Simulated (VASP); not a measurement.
# SiC in VASP: notebook

SiC is run at these levels: PBE; tasks: single point.

Everything below comes from runs of VASP 6.6.1. Logs are shortened: lines on timing, memory, paths and dates and some standing lists are left out, and cuts for length are marked.

## 1. The cell of the first run

The structure is trigonal, space group P3_221 (No. 154). The conventional cell has a = 4.913 Å, b = 4.913 Å, c = 2.996 Å, α = 90.00°, β = 90.00°, γ = 120.00°. Within 2.5 Å of Si (site symmetry 2) lie 4 C at 1.91 to 1.93 Å. Within 2.5 Å of C (site symmetry 2) lie 4 Si at 1.91 to 1.93 Å.

## 2. Single point, PBE

File INCAR:

```
PREC = Accurate
ENCUT = 520
EDIFF = 1E-7
ISMEAR = 0
SIGMA = 0.1
LREAL = False
LASPH = True
NELM = 80
ALGO = Normal
ISIF = 2
LWAVE = False
LCHARG = False
GGA = PE
NBANDS = 21
```

File KPOINTS:

```
regular mesh
0
Gamma
  6 6 6
```

File POSCAR:

```
SiC
1.0
    4.9132015165      0.0000000000      0.0000000000
   -2.4566007582      4.2549573272      0.0000000000
    0.0000000000      0.0000000000      2.9961199183
Si C
3 3
Direct
    0.6147472453      0.0000000000      0.6666666667
    0.0000000000      0.6147472453      0.3333333333
    0.3852527547      0.3852527547      0.0000000000
    0.3723103625      0.0000000000      0.1666666667
    0.0000000000      0.3723103625      0.8333333333
    0.6276896375      0.6276896375      0.5000000000
```

Potentials or basis: VASP PAW PBE potentials, release 64 (Si, C).

On the command line:

```
$ cat potpaw_PBE.64/Si/POTCAR potpaw_PBE.64/C/POTCAR > POTCAR
$ mpirun -np 1 vasp_std > vasp.out
```

OUTCAR:

```text
PREC = Accurate
   ENCUT = 520
   EDIFF = 1E-7
   ISMEAR = 0
   LREAL = False
   LASPH = True
   NELM = 80
   ISIF = 2
   GGA = PE

 ion  position               nearest neighbor table
   1  0.615  0.000  0.667-   4 1.91   4 1.91   5 1.93   6 1.93   3 2.83   3 2.83   2 2.83   2 2.83

   2  0.000  0.615  0.333-   5 1.91   5 1.91   4 1.93   6 1.93   3 2.83   3 2.83   1 2.83   1 2.83

   3  0.385  0.385  0.000-   6 1.91   6 1.91   4 1.93   5 1.93   1 2.83   2 2.83   1 2.83   2 2.83

   4  0.372  0.000  0.167-   1 1.91   1 1.91   2 1.93   3 1.93
   5  0.000  0.372  0.833-   2 1.91   2 1.91   1 1.93   3 1.93
   6  0.628  0.628  0.500-   3 1.91   3 1.91   1 1.93   2 1.93

  LATTYP: Found a hexagonal cell.
 ALAT       =     4.9132015165
 C/A-ratio  =     0.6098101021

  Lattice vectors:

 A1 = (   4.9132015165,   0.0000000000,   0.0000000000)
 A2 = (  -2.4566007582,   4.2549573272,   0.0000000000)
 A3 = (   0.0000000000,   0.0000000000,   2.9961199183)

Analysis of symmetry for initial positions (statically):
=====================================================================
 Subroutine PRICEL returns:
 Original cell was already a primitive cell.

 Routine SETGRP: Setting up the symmetry group for a
 hexagonal supercell.

 Subroutine GETGRP returns: Found  6 space group operations
 (whereof  2 operations were pure point group operations)
 out of a pool of 24 trial point group operations.

The static configuration has the point symmetry C_2 .
 The point group associated with its full space group is D_3 .

Analysis of symmetry for dynamics (positions and initial velocities):
=====================================================================
 Subroutine PRICEL returns:
 Original cell was already a primitive cell.

 Routine SETGRP: Setting up the symmetry group for a
 hexagonal supercell.

 Subroutine GETGRP returns: Found  6 space group operations
 (whereof  2 operations were pure point group operations)
 out of a pool of 24 trial point group operations.

The dynamic configuration has the point symmetry C_2 .
 The point group associated with its full space group is D_3 .

 Subroutine INISYM returns: Found  6 space group operations
 (whereof  2 operations are pure point group operations),
 and found     1 'primitive' translations

----------------------------------------------------------------------------------------

                                     Primitive cell

  volume of cell :      62.6353
[... 95 lines left out ...]
   ENCUT  =  520.0 eV  38.22 Ry    6.18 a.u.   9.14  9.14  5.57*2*pi/ulx,y,z
   NELM   =     80;   NELMIN=  2; NELMDL= -5     # of ELM steps
   EDIFF  = 0.1E-06   stopping-criterion for ELM
   LREAL  =      F    real-space projection
   EDIFFG = 0.1E-05   stopping-criterion for IOM
   NSW    =      0    number of steps for IOM
   IBRION =     -1    ionic relax: 0-MD 1-quasi-New 2-CG
   NFREE  =      0    steps in history (QN), initial steepest desc. (CG)
   ISIF   =      2    stress and relaxation
   ISYM   =      2    0-nonsym 1-usesym 2-fastsym
   POTIM  = 0.5000    time-step for ionic-motion
   TEBEG  =    0.0;   TEEND  =   0.0 temperature during run
   PSTRESS=    0.0 pullay stress
   NELECT =      24.0000    total number of electrons
   NUPDOWN=      -1.0000    fix difference up-down
   EMIN   =  10.00;   EMAX   =-10.00  energy-range for DOS
   EFERMI =   0.00;   METHOD = LEGACY
   ISMEAR =     0;   SIGMA  =   0.10  broadening in eV -4-tet -1-fermi 0-gaus
   EFERMI_NEDOS =   21; number of points for ismear=-14 and -15
   IALGO  =     38    algorithm
   IMIX   =      4    mixing-type and parameters
     AMIX     =   0.40;   BMIX     =  1.00
     AMIX_MAG =   1.60;   BMIX_MAG =  1.00
  volume/ion in A,a.u.               =      10.44        70.45
  Fermi-wavevector in a.u.,A,eV,Ry     =   1.189065  2.247007 19.236944  1.413876
  Thomas-Fermi vector in A             =   2.325181
   LORBIT       =      0    0 simple, 1 ext, 2 COOP (PROOUT), +10 PAW based schemes
   GGA     = PE    functional components
   LHFCALC =     F    Hartree Fock is set to
   AEXX    =    0.0000 exact exchange contribution
   IVDW    =     0    specifies the selected vdW correction
   LEPSILON=     F    determine dielectric tensor
   LRPA    =     F    only Hartree local field effects (RPA)
 non-spin polarized calculation
 Gauss-broadening in eV      SIGMA  =   0.10
  energy-cutoff  :      520.00
  volume of cell :       62.64
 maximum number of plane-waves:      1704
 NGX is ok and might be reduce to    40

 number of electron      24.0000003 magnetization

 Free energy of the ion-electron system (eV)
  ---------------------------------------------------
  ext. energy  EPLUGINS =         0.00000000
  ---------------------------------------------------
  free energy    TOTEN  =       -42.98297979 eV

  energy without entropy =      -42.98297979  energy(sigma->0) =      -42.98297979

 E-fermi :   8.7393     XC(G=0): -11.3508

 val. band max:        8.3295784306   @ k =   0.0000   0.0000   0.0000
 cond. band min:       9.7548116230   @ k =   0.0000   0.0000   0.5000
 fundamental gap:      1.4252331924
 Fermi energy:         8.7392569579

 k-point     1 :       0.0000    0.0000    0.0000
  band No.  band energies     occupation
      1      -7.4794      2.00000
      2      -2.5685      2.00000
      3      -2.5685      2.00000
      4       0.5698      2.00000
      5       0.6981      2.00000
      6       0.6981      2.00000
[... 565 lines left out ...]
     20      17.6991      0.00000
     21      18.1244      0.00000

 [... further k-points ...]
[... 5 lines left out ...]
  --------------------------------------------------------------------------------------
  -------------------------------------------------------------------------------------
  Total       -0.0079376     -0.0079376      0.0272731     -0.0000000     -0.0000000      0.0000000
  in kB       -0.2030388     -0.2030388      0.6976324     -0.0000000     -0.0000000      0.0000000
  external PRESSURE =       0.0971849 kB  Pullay stress =       0.0000000 kB

 VOLUME and BASIS-vectors are now :
 -----------------------------------------------------------------------------
  energy-cutoff  :      520.00
  volume of cell :       62.64
      direct lattice vectors                 reciprocal lattice vectors
     4.913201517  0.000000000  0.000000000     0.203533276  0.117509992  0.000000000
    -2.456600758  4.254957327  0.000000000     0.000000000  0.235019983  0.000000000
     0.000000000  0.000000000  2.996119918     0.000000000  0.000000000  0.333765012

 POSITION                                       TOTAL-FORCE (eV/Angst)
 -----------------------------------------------------------------------------------
      3.02038      0.00000      1.99741         0.000173      0.000000     -0.000000
     -1.51019      2.61572      0.99871        -0.000086      0.000149     -0.000000
      0.94641      1.63923      0.00000        -0.000086     -0.000149      0.000000
      1.82924      0.00000      0.49935        -0.004696      0.000000      0.000000
     -0.91462      1.58416      2.49677         0.002348     -0.004067     -0.000000
      1.54198      2.67079      1.49806         0.002348      0.004067      0.000000
 -----------------------------------------------------------------------------------
    total drift:                               -0.000000     -0.000000     -0.000000

  FREE ENERGIE OF THE ION-ELECTRON SYSTEM (eV)
  ---------------------------------------------------
  free  energy   TOTEN  =       -42.9829797906 eV

  energy  without entropy=      -42.9829797905  energy(sigma->0) =      -42.98297979
```

It took 28 s on 1 thread of Intel Xeon 6975P-C (Granite Rapids), shared host; peak memory 0.2 GiB.

Results:

| Item | Value |
| --- | --- |
| Free energy | -42.9830 eV |
| Pressure | 0.0 GPa |
| Largest force | 0.005 eV/Å |
| Band gap on the k mesh | 1.43 eV, indirect (least direct gap 3.02 eV) |

Forces in eV/Å, atoms in the order of the input:
```
Si   0.000  0.000  0.000
Si   0.000  0.000  0.000
Si   0.000  0.000  0.000
C   -0.005  0.000  0.000
C    0.002 -0.004  0.000
C    0.002  0.004  0.000
```

Stress tensor (GPa, compression positive):
```
-0.02  0.00  0.00
 0.00 -0.02  0.00
 0.00  0.00  0.07
```

A k mesh can miss the band edges. As with any semilocal functional, this PBE gap is likely too small.

## 3. Single point, PBE

This run uses another cell than the first one: it holds 12 atoms, not 6.

File INCAR:

```
SYSTEM = SiC
  ALGO = Normal
  EDIFF = 1E-6
  ENCUT = 520
  GGA = PE
  ISIF = 2
  ISMEAR = 0
  LASPH = .TRUE.
  LCHARG = .FALSE.
  LREAL = .FALSE.
  LWAVE = .FALSE.
  NBANDS = 36
  NELM = 100
  PREC = Accurate
  SIGMA = 0.1
```

File KPOINTS:

```
k-points
0
G
  3 3 2
  0 0 0
```

File POSCAR:

```
SiC
1.0
    4.9100806702      0.0002270318      0.0003472721
   -2.4548385559      4.2522675444     -0.0003767636
    0.0002992872     -0.0002879497      6.0033326746
Si C
6 6
Direct
    0.6147128335      0.0000092126      0.3333640673
    0.6147052711      0.0000069868      0.8333657657
    0.0000043264      0.6146866511      0.1666574930
   -0.0000061732      0.6146898108      0.6666615601
    0.3852868864      0.3853045504     -0.0000345836
    0.3852811658      0.3852898539      0.4999768264
    0.3730242937      0.0000122185      0.0833756654
    0.3730223870      0.0000092884      0.5833774710
    1.0000183890      0.3730323078      0.4166586426
    1.0000100059      0.3730118969      0.9166527998
    0.6269628258      0.6269666502      0.2499702018
    0.6269777884      0.6269805726      0.7499740906
```

Potentials or basis: VASP PAW PBE potentials, release 64 (Si, C).

On the command line:

```
$ cat potpaw_PBE.64/Si/POTCAR potpaw_PBE.64/C/POTCAR > POTCAR
$ mpirun -np 1 vasp_std > vasp.out
```

OUTCAR:

```text
SYSTEM = SiC
   EDIFF = 1E-6
   ENCUT = 520
   GGA = PE
   ISIF = 2
   ISMEAR = 0
   LASPH = .TRUE.
   LREAL = .FALSE.
   NELM = 100
   PREC = Accurate

 ion  position               nearest neighbor table
   1  0.615  0.000  0.333-   8 1.91   7 1.91  11 1.93   9 1.93   6 2.82   6 2.82   3 2.83   3 2.83
                             2 3.00   2 3.00
   2  0.615  0.000  0.833-   7 1.91   8 1.91  12 1.93  10 1.93   5 2.82   5 2.82   4 2.83   4 2.83
                             1 3.00   1 3.00
   3  0.000  0.615  0.167-  10 1.91   9 1.91  11 1.93   7 1.93   5 2.82   1 2.83   5 2.83   1 2.83
                             4 3.00   4 3.00
   4  1.000  0.615  0.667-   9 1.91  10 1.91  12 1.93   8 1.93   6 2.82   2 2.83   6 2.83   2 2.83
                             3 3.00   3 3.00
   5  0.385  0.385  1.000-  11 1.91  12 1.91  10 1.93   7 1.93   2 2.82   3 2.82   2 2.82   3 2.83
                             6 3.00   6 3.00
   6  0.385  0.385  0.500-  12 1.91  11 1.91   9 1.93   8 1.93   1 2.82   4 2.82   1 2.82   4 2.83
                             5 3.00   5 3.00
   7  0.373  0.000  0.083-   2 1.91   1 1.91   3 1.93   5 1.93
   8  0.373  0.000  0.583-   1 1.91   2 1.91   6 1.93   4 1.93
[... 594 lines left out ...]
------------------------ aborting loop because EDIFF is reached ----------------------------------------

  FORCE on cell =-STRESS in cart. coord.  units (eV):
  Direction    XX          YY          ZZ          XY          YZ          ZX
  --------------------------------------------------------------------------------------
  -------------------------------------------------------------------------------------
  Total       -0.0176100     -0.0242527      0.0818570     -0.0092480      0.0141972     -0.0108783
  in kB       -0.2250905     -0.3099976      1.0462927     -0.1182078      0.1814682     -0.1390466
  external PRESSURE =       0.1704015 kB  Pullay stress =       0.0000000 kB

 VOLUME and BASIS-vectors are now :
 -----------------------------------------------------------------------------
  energy-cutoff  :      520.00
  volume of cell :      125.35
      direct lattice vectors                 reciprocal lattice vectors
     4.910080670  0.000227032  0.000347272     0.203657206  0.117571520 -0.000004514
    -2.454838556  4.252267544 -0.000376764    -0.000010874  0.235162369  0.000011280
     0.000299287 -0.000287950  6.003332675    -0.000011782  0.000007957  0.166574145

 POSITION                                       TOTAL-FORCE (eV/Angst)
 -----------------------------------------------------------------------------------
      3.01837      0.00008      2.00151        -0.004663     -0.000337     -0.001307
      3.01848     -0.00007      5.00319        -0.004342     -0.000291     -0.001514
     -1.50889      2.61376      1.00027         0.001439     -0.002191      0.001347
      3.40129      2.61386      4.00231         0.002620     -0.002211      0.001355
      0.94623      1.63822      6.00311         0.004294      0.003091      0.001525
      0.94609      1.63830      3.00152         0.004045      0.004527      0.000541
      1.83157      0.00011      0.50066        -0.010521     -0.000552     -0.000926
      1.83172     -0.00004      3.50234        -0.010447     -0.000595     -0.000879
     -0.91552      1.58611      2.50120         0.003525     -0.010495     -0.001728
     -0.91536      1.58588      5.50283         0.003685     -0.009128     -0.001410
      1.53941      2.66610      1.50064         0.005610      0.009301      0.001847
      1.53960      2.66602      4.50233         0.004755      0.008881      0.001148
 -----------------------------------------------------------------------------------
    total drift:                                0.000002     -0.000005      0.000002

  FREE ENERGIE OF THE ION-ELECTRON SYSTEM (eV)
  ---------------------------------------------------
  free  energy   TOTEN  =       -85.8539255139 eV

  energy  without entropy=      -85.8539255139  energy(sigma->0) =      -85.85392551
```

stdout:

```text
POSCAR found type information on POSCAR SiC
 POSCAR found :  2 types and      12 ions
 scaLAPACK will be used
 LDA part: xc-table for (Slater+PW92), standard interpolation
 POSCAR, INCAR and KPOINTS ok, starting setup
 FFT: planning ... GRIDC
 FFT: planning ... GRID_SOFT
 FFT: planning ... GRID
 WAVECAR not read
 entering main loop
```

Run time: 41 s. Hardware: 1 thread of Intel Xeon 6975P-C (Granite Rapids), shared host; peak memory 0.25 GiB.

Results:

* Free energy: -85.8539 eV
* Pressure: 0.0 GPa
* Largest force: 0.011 eV/Å
* Band gap on the k mesh: 1.43 eV

Forces on the atoms (eV/Å):
```
Si  -0.005  0.000 -0.001
Si  -0.004  0.000 -0.002
Si   0.001 -0.002  0.001
Si   0.003 -0.002  0.001
Si   0.004  0.003  0.002
Si   0.004  0.005  0.001
C   -0.011 -0.001 -0.001
C   -0.010 -0.001 -0.001
C    0.004 -0.010 -0.002
C    0.004 -0.009 -0.001
C    0.006  0.009  0.002
C    0.005  0.009  0.001
```

Caveat: the k points lie up to 0.52 Å⁻¹ apart.
